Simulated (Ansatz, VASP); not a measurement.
Ta in VASP and in Ansatz

```
CELL_PARAMETERS angstrom
-1.65953 1.65953 1.65953
1.65953 -1.65953 1.65953
1.65953 1.65953 -1.65953
ATOMIC_POSITIONS crystal
Ta 0.00000 0.00000 0.00000
```

Alike in both runs: functional PBE; k mesh 18 × 18 × 18; occupations gaussian, width 0.1 eV; no spin polarisation.

Ansatz relaxed the structure, and its values are those at the end. VASP's run is a single point on that final structure, the one shown.

|  | VASP | Ansatz |
| --- | --- | --- |
| version | VASP 6.6.1 | Ansatz 0.2.0 |
| potentials or method | VASP PAW PBE potentials, release 64 (Ta_pv), cutoff 520 eV | scalar-relativistic, plane waves, PAW |
| valence electrons in the cell | 11 | 13 |

```csv
,VASP,Ansatz,Ansatz less VASP
gap on the k mesh at the Fermi level (eV),none,none,-
pressure (GPa),0.0,0.0,-0.09
```

A gap of «none» marks a metal or a gap that the smearing closes. With one functional, cell and mesh, what is left measures potentials, basis and numerics. VASP's potentials hold 11 valence electrons a cell and Ansatz's 13, so a difference there can come from the potentials and not from the codes.

Spin-orbit coupling is off throughout.
